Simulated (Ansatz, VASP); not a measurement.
# Two plane-wave programs on Sn3Se

```
Sn Se
1.0
     4.65961    0.00000    0.00000
     0.00000    4.65961    0.00000
     0.00000    0.00000    4.65961
Sn Se
3 1
Direct
  0.00000 0.50000 0.50000
  0.50000 0.00000 0.50000
  0.50000 0.50000 0.00000
  0.00000 0.00000 0.00000
```

Alike in both runs: functional PBEsol; k mesh 10 × 10 × 10; occupations gaussian, width 0.1 eV; no spin polarisation.

Ansatz relaxed the structure, and its values are those at the end. VASP's run is a single point on that final structure, the one shown.

|  | VASP | Ansatz |
| --- | --- | --- |
| version | VASP 6.6.1 | Ansatz 0.2.0 |
| potentials or method | VASP PAW PBE potentials, release 64 (Sn_d, Se), cutoff 520 eV | scalar-relativistic, plane waves, PAW |
| valence electrons in the cell | 48 | 58 |

```tsv
	VASP	Ansatz	Ansatz less VASP
gap on the k mesh at the Fermi level (eV)	none	none	-
pressure (GPa)	0.0	0.0	+0.03
```

VASP's potentials were made for PBE, not for PBEsol. A gap of «none» marks a metal or a gap that the smearing closes. VASP's potentials hold 48 valence electrons a cell and Ansatz's 58, so a difference there can come from the potentials and not from the codes.
